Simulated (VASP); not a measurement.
Write the native input for VASP 6.6.1 that does the following.

```yaml
Task: single point
Functional: pbesol exchange, pbe correlation
Potentials_or_basis: VASP PAW PBE potentials, release 64 (Te)
Cutoff: 500 eV
k_mesh: 9 × 9 × 9
Occupations: gaussian, width 0.05 eV
Spin: collinear spin
Starting_moments: "[1.0] μB"
Fixed_moment: 1 μB
Dipole_correction: no
Further_INCAR_settings: ALGO = Normal; EDIFF = 1e-06; NBANDS = 13
```

The structure of Te lies in POSCAR:

```
Te
1.0
    2.3362486691      1.3488337980      1.7132056465
   -2.3362486691      1.3488337980      1.7132056465
    0.0000000000     -2.6976675961      1.7132056465
Te
1
Direct
    0.5000000000      0.5000000000      0.5000000000
```

One way to write it, as run:

INCAR

```
SYSTEM = Te
ALGO = Normal
EDIFF = 1E-6
ENCUT = 500
GGA = LIBXC
GGA_COMPAT = .False.
ISIF = 2
ISMEAR = 0
ISPIN = 2
LASPH = .True.
LCHARG = .False.
LIBXC1 = GGA_X_PBE_SOL
LIBXC2 = GGA_C_PBE
LORBIT = 11
LREAL = .False.
LWAVE = .False.
MAGMOM = 1
NBANDS = 13
NELM = 200
NUPDOWN = 1.0
PREC = Accurate
SIGMA = 0.05
```

KPOINTS

```
k-points
0
Gamma
  9 9 9
  0 0 0
```

Potentials or basis: VASP PAW PBE potentials, release 64 (Te).

Run with:

```bash
$ cat potpaw_PBE.64/Te/POTCAR > POTCAR
$ mpirun -np 1 vasp_std > vasp.out
```

It gave:

```yaml
Pressure: 1.4 GPa
Net_moment: 1.00 μB per cell
Site_moments: Te +0.58 μB
Valence_electrons_inside_the_program's_atomic_spheres: Te 3.26
```

Caveat: the PAW data sets were made with another functional, which shifts forces and pressure a little; the total moment is fixed, so each spin has its own Fermi level.

Run time: 25 s on 1 thread of Intel(R) Xeon(R) Platinum 8259CL CPU @ 2.50GHz (Skylake/Cascade Lake) (shared host), peak memory 0.18 GiB.
